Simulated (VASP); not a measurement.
# MgO in VASP: notebook, part 2 of 2

VASP 6.6.1. Earlier steps stand in the parts before.

## (4) Single point, PBE (strain along [111] +1.5%)

File INCAR:

```
  ALGO = Normal
  EDIFF = 1E-7
  ENCUT = 520
  GGA = PE
  ISIF = 2
  ISMEAR = -1
  LASPH = True
  LCHARG = True
  LELF = True
  LREAL = False
  LVHAR = True
  LWAVE = False
  NBANDS = 11
  NELM = 60
  PREC = Accurate
  SIGMA = 0.02
```

File KPOINTS:

```
k-points
0
Gamma
  10 10 10
```

File POSCAR:

```
MgO
1.0
    0.0210216742      2.1231890908      2.1231890908
    2.1231890908      0.0210216742      2.1231890908
    2.1231890908      2.1231890908      0.0210216742
Mg O
1 1
Direct
    0.0000000000      0.0000000000      0.0000000000
    0.5000000000      0.5000000000      0.5000000000
```

On the command line:

```
$ cat potpaw_PBE.64/Mg/POTCAR potpaw_PBE.64/O/POTCAR > POTCAR
$ mpirun -np 1 vasp_std > vasp.out
```

Wall time 16 s (1 thread of Intel Xeon 8259CL, shared host); peak memory 0.16 GiB.

Results (log left out):

```yaml
Free_energy: -11.9067 eV
Pressure: 2.4 GPa
Band_gap_on_the_k_mesh: 4.59 eV
```

Stress tensor (GPa, compression positive):
```
 2.41 -1.48 -1.48
-1.48  2.41 -1.48
-1.48 -1.48  2.41
```

Levels at points of the mesh, in eV from the valence-band top:
| k point | band 1 | band 2 | band 3 | band 4 | band 5 | band 6 | band 7 | band 8 |
| --- | --- | --- | --- | --- | --- | --- | --- | --- |
| (0.00, 0.00, 0.00) | -17.25 | -0.11 | 0.00 | 0.00 | 4.59 | 15.43 | 15.85 | 15.85 |
| (0.50, 0.00, 0.00) | -15.98 | -4.60 | -0.74 | -0.66 | 7.76 | 12.51 | 16.01 | 16.20 |
| (0.50, 0.50, 0.00) | -15.74 | -4.08 | -1.43 | -1.31 | 9.05 | 9.85 | 12.96 | 18.70 |
| (0.50, 0.50, 0.50) | -16.03 | -4.67 | -0.62 | -0.62 | 7.90 | 12.30 | 16.39 | 16.39 |

Caveat: the cell differs from its parent crystal (strain along [111] +1.5%).

## (5) Single point, PBE (shear xy strain -5.0%)

File INCAR:

```
SYSTEM = MgO
ALGO = Normal
EDIFF = 1E-6
ENCUT = 520
GGA = PE
ISIF = 2
ISMEAR = -1
LASPH = .True.
LCHARG = .False.
LREAL = .False.
LWAVE = .False.
NBANDS = 11
NELM = 80
PREC = Accurate
SIGMA = 0.02
```

File KPOINTS:

```
k-points
0
Gamma
  10 10 10
  0 0 0
```

File POSCAR:

```
MgO
1.0
   -0.0525541854      2.1021674167      2.1021674167
    2.1021674167     -0.0525541854      2.1021674167
    2.0496132312      2.0496132312      0.0000000000
Mg O
1 1
Direct
    0.0000000000      0.0000000000      0.0000000000
    0.5000000000      0.5000000000      0.5000000000
```

Potentials or basis: VASP PAW PBE potentials, release 64 (Mg, O).

On the command line:

```
$ cat potpaw_PBE.64/Mg/POTCAR potpaw_PBE.64/O/POTCAR > POTCAR
$ mpirun -np 1 vasp_std > vasp.out
```

OUTCAR:

```text
SYSTEM = MgO
   EDIFF = 1E-6
   ENCUT = 520
   GGA = PE
   ISIF = 2
   ISMEAR = -1
   LASPH = .True.
   LREAL = .False.
   NELM = 80
   PREC = Accurate

 ion  position               nearest neighbor table
   1  0.000  0.000  0.000-   2 2.10   2 2.10   2 2.10   2 2.10   2 2.10   2 2.10
   2  0.500  0.500  0.500-   1 2.10   1 2.10   1 2.10   1 2.10   1 2.10   1 2.10

  LATTYP: Found a body centered orthorhombic cell.
 ALAT       =     2.8985908292
 B/A-ratio  =     1.0512820513
 C/A-ratio  =     1.4504754486

  Lattice vectors:

[... 515 lines left out ...]
      7      16.9446      0.00000
      8      21.1959      0.00000
      9      22.0532      0.00000
     10      28.3277      0.00000
     11      30.2731      0.00000

 [... further k-points ...]
[... 5 lines left out ...]
  --------------------------------------------------------------------------------------
  -------------------------------------------------------------------------------------
  Total        0.6020411      0.6020411      0.5389558      0.8613996      0.0000000      0.0000000
  in kB       51.9489026     51.9489026     46.5053985     74.3284154      0.0000000      0.0000000
  external PRESSURE =      50.1344012 kB  Pullay stress =       0.0000000 kB

 VOLUME and BASIS-vectors are now :
 -----------------------------------------------------------------------------
  energy-cutoff  :      520.00
  volume of cell :       18.57
      direct lattice vectors                 reciprocal lattice vectors
    -0.052554185  2.102167417  2.102167417    -0.232048539  0.232048539  0.237849753
     2.102167417 -0.052554185  2.102167417     0.232048539 -0.232048539  0.237849753
     2.049613231  2.049613231  0.000000000     0.243948464  0.243948464 -0.237849753

 POSITION                                       TOTAL-FORCE (eV/Angst)
 -----------------------------------------------------------------------------------
      0.00000      0.00000      0.00000        -0.000000     -0.000000      0.000000
      2.04961      2.04961      2.10217         0.000000      0.000000      0.000000
 -----------------------------------------------------------------------------------
    total drift:                               -0.000000     -0.000000      0.000000

  FREE ENERGIE OF THE ION-ELECTRON SYSTEM (eV)
  ---------------------------------------------------
  free  energy   TOTEN  =       -11.8807026937 eV

  energy  without entropy=      -11.8807026937  energy(sigma->0) =      -11.88070269
```

OSZICAR:

```text
N       E                     dE             d eps       ncg     rms          rms(c)
DAV:   1     0.116283055784E+02    0.11628E+02   -0.46729E+03  4450   0.650E+02
DAV:   2    -0.129367745171E+02   -0.24565E+02   -0.23943E+02  4345   0.131E+02
DAV:   3    -0.134440941815E+02   -0.50732E+00   -0.50700E+00  4545   0.159E+01
DAV:   4    -0.134452919222E+02   -0.11977E-02   -0.11977E-02  4134   0.886E-01
DAV:   5    -0.134452957929E+02   -0.38707E-05   -0.38706E-05  4434   0.492E-02    0.723E+00
DAV:   6    -0.118980333518E+02    0.15473E+01   -0.87272E+00  3972   0.163E+01    0.221E+00
DAV:   7    -0.118864240761E+02    0.11609E-01   -0.55892E-02  4173   0.210E+00    0.134E+00
DAV:   8    -0.118811051273E+02    0.53189E-02   -0.27688E-02  3990   0.187E+00    0.238E-01
DAV:   9    -0.118807083477E+02    0.39678E-03   -0.65436E-04  4368   0.176E-01    0.129E-01
DAV:  10    -0.118807014593E+02    0.68884E-05   -0.49112E-04  4191   0.163E-01    0.907E-03
DAV:  11    -0.118807029941E+02   -0.15348E-05   -0.25988E-06  4383   0.136E-02    0.534E-03
DAV:  12    -0.118807026937E+02    0.30036E-06   -0.55793E-07  2334   0.570E-03
   1 F= -.11880703E+02 E0= -.11880703E+02  d E =-.369231E-12
```

stdout:

```text
POSCAR found type information on POSCAR MgO
 POSCAR found :  2 types and       2 ions
 scaLAPACK will be used
 LDA part: xc-table for (Slater+PW92), standard interpolation
 POSCAR, INCAR and KPOINTS ok, starting setup
 FFT: planning ... GRIDC
 FFT: planning ... GRID_SOFT
 FFT: planning ... GRID
 WAVECAR not read
 entering main loop
```

It took 19 s on 1 thread of Intel Xeon 8259CL, shared host; peak memory 0.17 GiB.

Results:

| Quantity | Value |
| --- | --- |
| Free energy | -11.8807 eV |
| Pressure | 5.0 GPa |
| Band gap on the k mesh | 4.56 eV |

Levels at points of the mesh, in eV from the valence-band top:
```csv
k point,band 1,band 2,band 3,band 4,band 5,band 6,band 7,band 8,band 9
"(0.00, 0.00, 0.00)",-17.49,-0.38,-0.21,0.00,4.56,14.92,15.67,16.39,19.52
"(0.50, 0.00, 0.00)",-16.25,-4.93,-0.85,-0.63,7.89,12.18,16.31,16.81,20.99
"(0.50, 0.50, 0.00)",-15.93,-4.31,-1.85,-1.24,8.64,10.15,12.96,18.37,19.40
"(0.00, 0.00, 0.50)",-16.13,-4.75,-1.05,-0.87,7.56,12.73,15.59,16.08,20.55
"(0.50, 0.00, 0.50)",-15.92,-4.30,-1.55,-1.55,8.93,9.83,12.91,18.86,18.90
```

Caveat: the cell differs from its parent crystal (shear xy strain -5.0%); the cell stands under pressure.

## (6) Summary

| level | cell | k mesh | smearing | grid for exact exchange (PRECFOCK) | share of exact exchange | screening parameter | gap on the mesh (eV) | pressure (GPa) |
| --- | --- | --- | --- | --- | --- | --- | --- | --- |
| HSE06 | a = 3.047 Å, angles 60.0°, 2 atoms | 8 × 8 × 8 | gaussian 0.01 eV | Normal | 0.25 | 0.2079 1/Å | 5.73 | -11.3 |
| HSE06 | a = 2.973, b = 3.010, c = 3.010 Å, angles 59.2, 60.4, 60.4°, 2 atoms | 8 × 8 × 8 | gaussian 0.01 eV | Normal | 0.25 | 0.2079 1/Å | 6.19 | -4.4 |
| PBE | a = 3.003 Å, angles 59.3°, 2 atoms | 10 × 10 × 10 | fermi-dirac 0.02 eV | - | - | - | 4.59 | 2.4 |
| PBE | a = 2.973, b = 2.973, c = 2.899 Å, angles 60.8, 60.8, 61.7°, 2 atoms | 10 × 10 × 10 | fermi-dirac 0.02 eV | - | - | - | 4.56 | 5.0 |

Alike in all rows: task single point; potentials or basis VASP PAW PBE potentials, release 64 (Mg, O); no spin polarisation; cutoff (eV) 520.

Caveats: the cell stands under tension (at least some runs); the PAW data sets were made with another functional, which shifts forces and pressure a little (at least some runs); the cell stands under pressure (at least some runs).

Absolute energies hang on the potentials; compare differences alone.
